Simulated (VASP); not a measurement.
# SiSbTe2 (P6/mmm) in VASP: a series of runs

Runs on SiSbTe2. Level: PBE. Tasks: single point.

All numbers are computed with VASP 6.6.1; they aren't measurements. Logs are shortened: lines on timing, memory, paths and dates and some standing lists are left out, and cuts for length are marked.

## Step 1: The cell of the first run

Symmetry: P6/mmm, No. 191, hexagonal system. The conventional cell has a = 4.737 Å, b = 4.737 Å, c = 5.942 Å, α = 90.00°, β = 90.00°, γ = 120.00°. Si (site symmetry 6/mmm) has 6 Te at 2.74 Å and 2 Sb at 2.97 Å within 3.6 Å. Sb (site symmetry 6/mmm) has 2 Si at 2.97 Å and 12 Te at 4.04 Å within 4.1 Å. Te (site symmetry -6m2) has 3 Si at 2.74 Å and 3 Te at 2.74 Å within 3.6 Å.

The cell was built from a structure type or drawn by symmetry, and may not be a known phase.

## Step 2: Single point, PBE

File INCAR:

```
SYSTEM = SiSbTe2
PREC = Accurate
ENCUT = 520
EDIFF = 1E-6
ISMEAR = 0
SIGMA = 0.1
LREAL = .FALSE.
LASPH = .TRUE.
NELM = 60
ALGO = Normal
ISIF = 2
LWAVE = .FALSE.
LCHARG = .TRUE.
GGA = PE
LELF = .TRUE.
LVHAR = .TRUE.
NBANDS = 18
```

File KPOINTS:

```
regular mesh
0
G
  6 6 4
  0 0 0
```

File POSCAR:

```
SiSbTe2
1.0
    4.7371838000      0.0000000000      0.0000000000
   -2.3685919000      4.1025215200      0.0000000000
    0.0000000000      0.0000000000      5.9421508100
Si Sb Te
1 1 2
Direct
    0.0000000000      0.0000000000      0.0000000000
    0.0000000000      0.0000000000      0.5000000000
    0.3333333300      0.6666666700      0.0000000000
    0.6666666700      0.3333333300      0.0000000000
```

Potentials or basis: VASP PAW PBE potentials, release 64 (Si, Sb, Te).

Run with:

```bash
$ cat potpaw_PBE.64/Si/POTCAR potpaw_PBE.64/Sb/POTCAR potpaw_PBE.64/Te/POTCAR > POTCAR
$ mpirun -np 1 vasp_std > vasp.out
```

OUTCAR:

```text
SYSTEM = SiSbTe2
   PREC = Accurate
   ENCUT = 520
   EDIFF = 1E-6
   ISMEAR = 0
   LREAL = .FALSE.
   LASPH = .TRUE.
   NELM = 60
   ISIF = 2
   GGA = PE

 ion  position               nearest neighbor table
   1  0.000  0.000  0.000-   3 2.74   4 2.74   4 2.74   3 2.74   4 2.74   3 2.74   2 2.97   2 2.97

   2  0.000  0.000  0.500-   1 2.97   1 2.97
   3  0.333  0.667  0.000-   1 2.74   4 2.74   4 2.74   1 2.74   1 2.74   4 2.74
   4  0.667  0.333  0.000-   1 2.74   3 2.74   3 2.74   1 2.74   1 2.74   3 2.74

  LATTYP: Found a hexagonal cell.
 ALAT       =     4.7371838000
 C/A-ratio  =     1.2543635757

  Lattice vectors:

 A1 = (   4.7371838000,   0.0000000000,   0.0000000000)
 A2 = (  -2.3685919000,   4.1025215200,   0.0000000000)
 A3 = (   0.0000000000,   0.0000000000,   5.9421508100)

Analysis of symmetry for initial positions (statically):
=====================================================================
 Subroutine PRICEL returns:
 Original cell was already a primitive cell.

 Routine SETGRP: Setting up the symmetry group for a
 hexagonal supercell.

 Subroutine GETGRP returns: Found 24 space group operations
 (whereof 24 operations were pure point group operations)
 out of a pool of 24 trial point group operations.

The static configuration has the point symmetry D_6h.

Analysis of symmetry for dynamics (positions and initial velocities):
=====================================================================
 Subroutine PRICEL returns:
 Original cell was already a primitive cell.

 Routine SETGRP: Setting up the symmetry group for a
 hexagonal supercell.

 Subroutine GETGRP returns: Found 24 space group operations
 (whereof 24 operations were pure point group operations)
 out of a pool of 24 trial point group operations.

The dynamic configuration has the point symmetry D_6h.

 Subroutine INISYM returns: Found 24 space group operations
 (whereof 24 operations are pure point group operations),
 and found     1 'primitive' translations

----------------------------------------------------------------------------------------

                                     Primitive cell

  volume of cell :     115.4821
[... 78 lines left out ...]
   NGXF,Y,Z  is equivalent  to a cutoff of  25.27, 25.27, 26.86 a.u.
 SYSTEM =  SiSbTe2
   PREC   = accura    normal or accurate (medium, high low for compatibility)
   ISTART =      0    job   : 0-new  1-cont  2-samecut
   ICHARG =      2    charge: 1-file 2-atom 10-const
   ISPIN  =      1    spin polarized calculation?
   LNONCOLLINEAR =      F non collinear calculations
   LSORBIT =      F    spin-orbit coupling
   LASPH  =      T    aspherical Exc in radial PAW
   ENCUT  =  520.0 eV  38.22 Ry    6.18 a.u.   8.81  8.81 11.05*2*pi/ulx,y,z
   NELM   =     60;   NELMIN=  2; NELMDL= -5     # of ELM steps
   EDIFF  = 0.1E-05   stopping-criterion for ELM
   LREAL  =      F    real-space projection
[... 7 lines left out ...]
   TEBEG  =    0.0;   TEEND  =   0.0 temperature during run
   PSTRESS=    0.0 pullay stress
   NELECT =      21.0000    total number of electrons
   NUPDOWN=      -1.0000    fix difference up-down
   EMIN   =  10.00;   EMAX   =-10.00  energy-range for DOS
   EFERMI =   0.00;   METHOD = LEGACY
   ISMEAR =     0;   SIGMA  =   0.10  broadening in eV -4-tet -1-fermi 0-gaus
   EFERMI_NEDOS =   21; number of points for ismear=-14 and -15
   IALGO  =     38    algorithm
   IMIX   =      4    mixing-type and parameters
     AMIX     =   0.40;   BMIX     =  1.00
     AMIX_MAG =   1.60;   BMIX_MAG =  1.00
  volume/ion in A,a.u.               =      28.87       194.83
  Fermi-wavevector in a.u.,A,eV,Ry     =   0.927491  1.752704 11.704268  0.860239
  Thomas-Fermi vector in A             =   2.053566
   LORBIT       =      0    0 simple, 1 ext, 2 COOP (PROOUT), +10 PAW based schemes
   GGA     = PE    functional components
   LHFCALC =     F    Hartree Fock is set to
   AEXX    =    0.0000 exact exchange contribution
   IVDW    =     0    specifies the selected vdW correction
   LEPSILON=     F    determine dielectric tensor
   LRPA    =     F    only Hartree local field effects (RPA)
 non-spin polarized calculation
 Gauss-broadening in eV      SIGMA  =   0.10
  energy-cutoff  :      520.00
  volume of cell :      115.48
 maximum number of plane-waves:      3142
 NGX is ok and might be reduce to    36
   NGX = 17   NGY = 17   NGZ = 23

 number of electron      21.0000000 magnetization

 Free energy of the ion-electron system (eV)
  ---------------------------------------------------
  ext. energy  EPLUGINS =         0.00000000
  ---------------------------------------------------
  free energy    TOTEN  =       -11.14929330 eV

  energy without entropy =      -11.12446820  energy(sigma->0) =      -11.13688075

 E-fermi :   6.4772     XC(G=0):  -9.2642

 val. band max:        6.4437666977   @ k =   0.3333   0.0000   0.5000
 cond. band min:       6.4891321581   @ k =   0.1667   0.0000   0.5000
 fundamental gap:      0.0453654603
 Fermi energy:         6.4772004277

 k-point     1 :       0.0000    0.0000    0.0000
  band No.  band energies     occupation
      1      -9.0500      2.00000
      2      -2.3100      2.00000
      3      -1.8639      2.00000
      4       0.5657      2.00000
      5       0.6260      2.00000
      6       0.6260      2.00000
[... 418 lines left out ...]
      5       2.9535      2.00000
      6       2.9535      2.00000
[... 10 lines left out ...]
     17      12.2841      0.00000
     18      12.2841      0.00000

------------------------ aborting loop because EDIFF is reached ----------------------------------------

  FORCE on cell =-STRESS in cart. coord.  units (eV):
  Direction    XX          YY          ZZ          XY          YZ          ZX
  --------------------------------------------------------------------------------------
  -------------------------------------------------------------------------------------
  Total       14.0636715     14.0636716     -3.4941344      0.0000000      0.0000000      0.0000000
  in kB      195.1167369    195.1167375    -48.4769638      0.0000000      0.0000000      0.0000000
  external PRESSURE =     113.9188369 kB  Pullay stress =       0.0000000 kB

 VOLUME and BASIS-vectors are now :
 -----------------------------------------------------------------------------
  energy-cutoff  :      520.00
  volume of cell :      115.48
      direct lattice vectors                 reciprocal lattice vectors
     4.737183800  0.000000000  0.000000000     0.211095884  0.121876265  0.000000000
    -2.368591900  4.102521520  0.000000000     0.000000000  0.243752530  0.000000000
     0.000000000  0.000000000  5.942150810     0.000000000  0.000000000  0.168289233

 POSITION                                       TOTAL-FORCE (eV/Angst)
 -----------------------------------------------------------------------------------
      0.00000      0.00000      0.00000        -0.000000      0.000000      0.000000
      0.00000      0.00000      2.97108        -0.000000      0.000000      0.000000
     -0.00000      2.73501      0.00000         0.000000      0.000000      0.000000
      2.36859      1.36751      0.00000        -0.000000     -0.000000     -0.000000
 -----------------------------------------------------------------------------------
    total drift:                                0.000000     -0.000000     -0.000000

  FREE ENERGIE OF THE ION-ELECTRON SYSTEM (eV)
  ---------------------------------------------------
  free  energy   TOTEN  =       -11.1492932974 eV

  energy  without entropy=      -11.1244681959  energy(sigma->0) =      -11.13688075
```

stdout:

```text
POSCAR found type information on POSCAR SiSbTe
 POSCAR found :  3 types and       4 ions
 scaLAPACK will be used
 LDA part: xc-table for (Slater+PW92), standard interpolation
 POSCAR, INCAR and KPOINTS ok, starting setup
 FFT: planning ... GRIDC
 FFT: planning ... GRID_SOFT
 FFT: planning ... GRID
 WAVECAR not read
 entering main loop
```

It took 16 s on 1 thread of Intel Xeon 6975P-C (Granite Rapids), shared host; peak memory 0.25 GiB.

Results:

```yaml
Free_energy: -11.1493 eV
Pressure: 11.4 GPa
Band_gap_on_the_k_mesh: zero (an odd number of electrons rules out a gap without spin polarisation)
```

Levels at points of the mesh, in eV from the Fermi level:
| k point | band 6 | band 7 | band 8 | band 9 | band 10 | band 11 | band 12 | band 13 | band 14 | band 15 |
| --- | --- | --- | --- | --- | --- | --- | --- | --- | --- | --- |
| (0.00, 0.00, 0.00) | -5.85 | -4.86 | -4.46 | -4.46 | -0.52 | 0.66 | 0.85 | 0.85 | 4.02 | 4.85 |
| (0.50, 0.00, 0.00) | -4.01 | -3.52 | -1.46 | -0.94 | 0.15 | 0.38 | 0.63 | 1.21 | 2.32 | 3.37 |
| (0.00, 0.00, 0.50) | -5.66 | -4.37 | -4.37 | -4.06 | -0.08 | 0.20 | 0.20 | 0.51 | 1.42 | 4.95 |
| (0.50, 0.00, 0.50) | -4.25 | -2.02 | -0.83 | -0.43 | 0.30 | 0.63 | 0.64 | 1.22 | 1.49 | 2.19 |

Caveat: the cell stands under pressure; spin-orbit coupling is left out, which moves the levels of the heavy elements.

## Step 3: Single point, PBE

This run uses another cell than the first one, of 32.55 Å³/atom.

File INCAR:

```
  PREC = Accurate
  ENCUT = 520
  EDIFF = 1E-7
  ISMEAR = 0
  SIGMA = 0.1
  LREAL = F
  LASPH = T
  NELM = 100
  ALGO = Normal
  ISIF = 2
  LWAVE = F
  LCHARG = T
  GGA = PE
  LELF = T
  LVHAR = T
  NBANDS = 18
```

File KPOINTS:

```
regular mesh
0
Gamma
  6 6 4
```

File POSCAR:

```
SiSbTe2
1.0
    5.3646924626      0.0000000000      0.0000000000
   -2.6823462313      4.6459599561      0.0000000000
    0.0000000000      0.0000000000      5.2242446890
Si Sb Te
1 1 2
Direct
    0.0000000000      0.0000000000      0.0000000000
    0.0000000000      0.0000000000      0.5000000000
    0.3333333333      0.6666666667      0.0000000000
    0.6666666667      0.3333333333      0.0000000000
```

Potentials or basis: VASP PAW PBE potentials, release 64 (Si, Sb, Te).

Run with:

```bash
$ cat potpaw_PBE.64/Si/POTCAR potpaw_PBE.64/Sb/POTCAR potpaw_PBE.64/Te/POTCAR > POTCAR
$ mpirun -np 1 vasp_std > vasp.out
```

It took 23 s on 1 thread of Intel Xeon 6975P-C (Granite Rapids), shared host; peak memory 0.26 GiB.

The run converged. Its results:

```yaml
Free_energy: -13.2496 eV
Pressure: 0.2 GPa
Band_gap_on_the_k_mesh: zero (an odd number of electrons rules out a gap without spin polarisation)
```

Stress tensor (GPa, compression positive):
```
0.25 0.00 0.00
0.00 0.25 0.00
0.00 0.00 0.10
```

Levels at points of the mesh, in eV from the Fermi level:
```tsv
k point	band 8	band 9	band 10	band 11	band 12	band 13
(0.00, 0.00, 0.00)	-3.46	-3.46	-1.24	0.32	1.00	1.00
(0.50, 0.00, 0.00)	-1.52	-0.75	-0.74	-0.13	0.26	0.92
(0.00, 0.00, 0.50)	-2.97	-2.59	-0.60	-0.60	-0.11	2.10
(0.50, 0.00, 0.50)	-1.35	-0.92	-0.45	0.99	1.12	1.83
```

Caveat: spin-orbit coupling is left out, which moves the levels of the heavy elements.
